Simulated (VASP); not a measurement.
# AlNi in VASP: a series of runs, part 2 of 2

VASP 6.6.1.

## (3) Single point, PBE

Input file INCAR:

```
SYSTEM = AlNi
PREC = Accurate
ENCUT = 520
EDIFF = 1E-6
ISMEAR = 0
SIGMA = 0.15
LREAL = .False.
LASPH = .True.
NELM = 60
ALGO = Fast
ISIF = 2
LWAVE = .False.
LCHARG = .False.
GGA = PE
NBANDS = 14
```

Input file KPOINTS:

```
Automatic mesh
0
Gamma
  12 12 12
  0 0 0
```

Input file POSCAR:

```
AlNi
1.0
    2.8929053104      0.0000123393      0.0000190162
    0.0000123393      2.8933569838      0.0000790294
    0.0000190162      0.0000790294      2.8940260305
Al Ni
1 1
Direct
    0.0000003935      0.0000026011      0.0000064771
    0.4999996065      0.4999973989      0.4999935229
```

Potentials or basis: VASP PAW PBE potentials, release 64 (Al, Ni).

Launch:

```bash
$ cat potpaw_PBE.64/Al/POTCAR potpaw_PBE.64/Ni/POTCAR > POTCAR
$ mpirun -np 1 vasp_std > vasp.out
```

OUTCAR:

```text
SYSTEM = AlNi
   PREC = Accurate
   ENCUT = 520
   EDIFF = 1E-6
   ISMEAR = 0
   LREAL = .False.
   LASPH = .True.
   NELM = 60
   ISIF = 2
   GGA = PE

 ion  position               nearest neighbor table
   1  0.000  0.000  0.000-   2 2.51   2 2.51   2 2.51   2 2.51   2 2.51   2 2.51   2 2.51   2 2.51

   2  0.500  0.500  0.500-   1 2.51   1 2.51   1 2.51   1 2.51   1 2.51   1 2.51   1 2.51   1 2.51

  LATTYP: Found a simple monoclinic cell.
 ALAT       =     2.8933569849
 B/A-ratio  =     0.9998438926
 C/A-ratio  =     1.4143384515
 COS(beta)  =    -0.7070057131

  Lattice vectors:

 A1 = (   0.0000123393,   2.8933569838,   0.0000790294)
 A2 = (  -2.8929053104,  -0.0000123393,  -0.0000190162)
 A3 = (   0.0000066769,  -2.8932779544,   2.8939470011)

Analysis of symmetry for initial positions (statically):
=====================================================================
 Subroutine PRICEL returns:
 Original cell was already a primitive cell.

 Routine SETGRP: Setting up the symmetry group for a
 simple monoclinic supercell.

 Subroutine GETGRP returns: Found  2 space group operations
 (whereof  2 operations were pure point group operations)
 out of a pool of  4 trial point group operations.

The static configuration has the point symmetry C_1h.

Analysis of symmetry for dynamics (positions and initial velocities):
=====================================================================
 Subroutine PRICEL returns:
 Original cell was already a primitive cell.

 Routine SETGRP: Setting up the symmetry group for a
 simple monoclinic supercell.

 Subroutine GETGRP returns: Found  2 space group operations
 (whereof  2 operations were pure point group operations)
 out of a pool of  4 trial point group operations.

The dynamic configuration has the point symmetry C_1h.

 Subroutine INISYM returns: Found  2 space group operations
 (whereof  2 operations are pure point group operations),
 and found     1 'primitive' translations

----------------------------------------------------------------------------------------

                                     Primitive cell

[... 124 lines left out ...]
  energy-cutoff  :      520.00
  volume of cell :       24.22
 maximum number of plane-waves:       672
 NGX is ok and might be reduce to    24
   NGX = 11   NGY = 11   NGZ = 11

 number of electron      12.9999990 magnetization

 Free energy of the ion-electron system (eV)
  ---------------------------------------------------
  ext. energy  EPLUGINS =         0.00000000
  ---------------------------------------------------
  free energy    TOTEN  =       -10.54166809 eV

  energy without entropy =      -10.53166051  energy(sigma->0) =      -10.53666430

 E-fermi :   9.8855     XC(G=0): -11.9863

 val. band max:        9.8273813328   @ k =   0.4167  -0.2500   0.2500
 cond. band min:       9.8874222043   @ k =  -0.0000  -0.1667   0.3333
 fundamental gap:      0.0600408715
 Fermi energy:         9.8855184367

 k-point     1 :       0.0000    0.0000    0.0000
  band No.  band energies     occupation
      1      -1.1874      2.00000
      2       6.6918      2.00000
      3       6.6920      2.00000
      4       8.3411      2.00000
      5       8.3415      2.00000
      6       8.3421      2.00000
      7      15.2942      0.00000
      8      15.3024      0.00000
      9      15.3079      0.00000
     10      17.9381      0.00000
     11      17.9408      0.00000
     12      23.3680      0.00000
     13      30.6298      0.00000
     14      30.6359      0.00000
[... 377 lines left out ...]
      1       0.4233      2.00000
      2       6.4793      2.00000
      3       6.8855      2.00000
      4       7.7437      2.00000
      5       7.9951      2.00000
      6       8.2129      2.00000
      7      10.9791      0.00000
      8      13.5132      0.00000
      9      17.2979      0.00000
     10      19.2234      0.00000
     11      22.2311      0.00000
     12      23.9647      0.00000
     13      25.5953      0.00000
     14      27.9264      0.00000

 [... further k-points ...]

------------------------ aborting loop because EDIFF is reached ----------------------------------------

  FORCE on cell =-STRESS in cart. coord.  units (eV):
  Direction    XX          YY          ZZ          XY          YZ          ZX
  --------------------------------------------------------------------------------------
  -------------------------------------------------------------------------------------
  Total       -0.0187279     -0.0196875     -0.0213695     -0.0000002     -0.0009664     -0.0000003
  in kB       -1.2386824     -1.3021551     -1.4134044     -0.0000113     -0.0639201     -0.0000177
  external PRESSURE =      -1.3180806 kB  Pullay stress =       0.0000000 kB

 VOLUME and BASIS-vectors are now :
 -----------------------------------------------------------------------------
  energy-cutoff  :      520.00
  volume of cell :       24.22
      direct lattice vectors                 reciprocal lattice vectors
     2.892905310  0.000012339  0.000019016     0.345673257 -0.000001474 -0.000002271
     0.000012339  2.893356984  0.000079029    -0.000001474  0.345619295 -0.000009438
     0.000019016  0.000079029  2.894026031    -0.000002271 -0.000009438  0.345539394

 POSITION                                       TOTAL-FORCE (eV/Angst)
 -----------------------------------------------------------------------------------
      0.00000      0.00001      0.00002        -0.000000     -0.000086     -0.000217
      1.44647      1.44672      1.44704         0.000000      0.000086      0.000217
 -----------------------------------------------------------------------------------
    total drift:                                0.000193      0.000002      0.000012

  FREE ENERGIE OF THE ION-ELECTRON SYSTEM (eV)
  ---------------------------------------------------
  free  energy   TOTEN  =       -10.5416680899 eV

  energy  without entropy=      -10.5316605076  energy(sigma->0) =      -10.53666430
```

Wall time 3.9 min (1 thread of Intel Xeon 8259CL, shared host); peak memory 0.29 GiB.

Results:

```yaml
Free_energy: -10.5417 eV
Pressure: -0.1 GPa
Band_gap_on_the_k_mesh: zero (an odd number of electrons rules out a gap without spin polarisation)
```

Spin polarisation is off, so any magnetic state and its effect on volume and gap are missing.

## (4) Relaxation of cell and atoms, PBE

Input file INCAR:

```
SYSTEM = AlNi
ALGO     = Fast           ! electronic algorithm
EDIFF    = 1E-6           ! SCF threshold, eV
EDIFFG   = -0.01          ! ionic threshold
ENCUT    = 600            ! plane-wave cutoff, eV
GGA      = PE             ! functional
IBRION   = 2              ! ionic algorithm
ISIF     = 3              ! what is computed and relaxed
ISMEAR   = 0              ! smearing method
LASPH    = .True.         ! aspherical terms in the spheres
LCHARG   = .False.        ! write CHGCAR
LREAL    = .False.        ! projectors in reciprocal space
LWAVE    = .False.        ! write WAVECAR
NELM     = 100            ! most SCF steps
NSW      = 100            ! ionic steps
PREC     = Accurate       ! precision mode
SIGMA    = 0.15           ! smearing width, eV
```

Input file KPOINTS:

```
k-points
0
Gamma
  12 12 12
  0 0 0
```

Input file POSCAR:

```
AlNi
1.0
    2.8930835342      0.0000000000      0.0000000000
    0.0000000000      2.8930835342      0.0000000000
    0.0000000000      0.0000000000      2.8930835342
Al Ni
1 1
Direct
    0.0015505140      0.0065010871      0.0101533062
    0.4984494860      0.4934989129      0.4898466938
```

Launch:

```bash
$ cat potpaw_PBE.64/Al/POTCAR potpaw_PBE.64/Ni/POTCAR > POTCAR
$ mpirun -np 1 vasp_std > vasp.out
```

It took 16 min on 1 thread of Intel Xeon 8259CL, shared host; peak memory 0.43 GiB.

It converged, with:

```yaml
Free_energy: -10.5415 eV
Relaxed_volume: 12.11 Å³/atom
Relaxed_cell: a = 2.895 Å, b = 2.894 Å, c = 2.892 Å, α = 89.98°, β = 89.99°, γ = 90.00°
Space_group_after_relaxing_to_0.1_Å: Pm-3m (No. 221)
Energy_gained_by_relaxing: 7.1 meV/atom
Ionic_steps: 6
Pressure_after_relaxing: -0.1 GPa
Band_gap_on_the_k_mesh: zero (an odd number of electrons rules out a gap without spin polarisation)
```

Step by step:
| step | energy change (eV) | largest force (eV/Å) | pressure (GPa) | volume (Å³) |
| --- | --- | --- | --- | --- |
| 1 | 0.0000 | 0.4028 | -0.19 | 24.21 |
| 2 | -0.0112 | 0.1785 | 0.51 | 24.16 |
| 3 | -0.0138 | 0.0027 | 0.73 | 24.12 |
| 4 | -0.0138 | 0.0133 | 0.37 | 24.13 |
| 5 | -0.0141 | 0.0035 | -0.13 | 24.24 |
| 6 | -0.0141 | 0.0005 | -0.11 | 24.23 |

Final structure:
```
Al Ni
1.0
     2.89482    0.00010    0.00015
     0.00010    2.89380    0.00058
     0.00015    0.00058    2.89231
Al Ni
1 1
Direct
  0.99999 0.99999 0.00000
  0.50001 0.50001 0.50000
```

Levels at points of the mesh, in eV from the Fermi level:
| k point | band 3 | band 4 | band 5 | band 6 | band 7 | band 8 | band 9 | band 10 |
| --- | --- | --- | --- | --- | --- | --- | --- | --- |
| (0.00, 0.00, 0.00) | -3.19 | -1.54 | -1.54 | -1.54 | 5.40 | 5.41 | 5.43 | 8.06 |
| (0.50, 0.00, 0.00) | -2.73 | -2.24 | -2.23 | -1.46 | -0.67 | 8.23 | 9.92 | 9.94 |
| (0.00, 0.50, 0.00) | -2.73 | -2.24 | -2.23 | -1.46 | -0.67 | 8.23 | 9.91 | 9.94 |
| (0.00, 0.00, 0.50) | -2.73 | -2.24 | -2.23 | -1.46 | -0.66 | 8.24 | 9.92 | 9.93 |
| (0.50, 0.50, 0.00) | -2.88 | -2.88 | -2.06 | -2.06 | -1.03 | 1.43 | 2.37 | 12.11 |
| (0.00, 0.50, 0.50) | -2.88 | -2.87 | -2.07 | -2.07 | -1.03 | 1.43 | 2.38 | 12.09 |
| (0.50, 0.00, 0.50) | -2.88 | -2.87 | -2.06 | -2.06 | -1.03 | 1.43 | 2.38 | 12.10 |
| (0.50, 0.50, 0.50) | -4.06 | -1.00 | -1.00 | 1.99 | 1.99 | 1.99 | 3.55 | 4.35 |

Spin polarisation is off, so any magnetic state and its effect on volume and gap are missing.

## (5) The runs side by side

| task | cell | cutoff (eV) | gap on the mesh (eV) | pressure (GPa) |
| --- | --- | --- | --- | --- |
| single point | a = 2.893 Å, 2 atoms, atomic positions A | 520 | none | 0.4 |
| single point | a = 2.893, b = 2.893, c = 2.894 Å, 2 atoms, atomic positions B | 520 | none | -0.1 |
| relaxation of cell and atoms | relaxed from a = 2.893 Å, 2 atoms, atomic positions A | 600 | none | -0.1 |

Alike in all rows: level PBE; potentials or basis VASP PAW PBE potentials, release 64 (Al, Ni); no spin polarisation; k mesh 12 × 12 × 12; smearing gaussian 0.15 eV.

Absolute energies hang on the potentials; compare differences alone.
